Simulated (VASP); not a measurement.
Ge: single point with PBE

Ge:

```
CELL_PARAMETERS angstrom
-2.60330 2.60330 1.42324
2.60330 -2.60330 1.42324
2.60330 2.60330 -1.42324
ATOMIC_POSITIONS crystal
Ge 0.25000 0.75000 0.50000
Ge 0.50000 0.50000 0.00000
```

```
Program             : VASP 6.6.1
Task                : single point
Functional          : PBE
Potentials or basis : VASP PAW PBE potentials, release 64 (Ge_d)
Cutoff              : 520 eV
k mesh              : 16 × 16 × 16
Occupations         : gaussian, width 0.1 eV
Spin                : no spin polarisation
```

The pressure is 0.0 GPa and the band gap on the k mesh is zero (band 14 reaches 8.26 eV, above the bottom of band 15 at 3.19 eV).

Levels at points of the mesh, in eV from the Fermi level:
| k point | band 11 | band 12 | band 13 | band 14 | band 15 | band 16 | band 17 | band 18 |
| --- | --- | --- | --- | --- | --- | --- | --- | --- |
| (0.00, 0.00, 0.00) | -12.99 | -4.15 | -2.22 | -2.22 | 3.38 | 7.37 | 7.37 | 7.69 |
| (0.50, 0.00, 0.00) | -8.03 | -6.28 | -2.69 | -1.91 | -1.33 | 2.51 | 3.42 | 5.29 |
| (0.50, 0.50, 0.00) | -10.33 | -10.33 | 0.63 | 0.63 | 1.86 | 1.86 | 7.13 | 7.13 |
| (0.50, 0.50, 0.50) | -8.75 | -8.75 | -5.67 | -5.67 | 5.81 | 5.81 | 10.62 | 10.62 |

Wall time 100 s on 1 thread of Intel(R) Xeon(R) Platinum 8559C (Emerald Rapids), with other jobs on the host, peak memory 0.33 GiB.
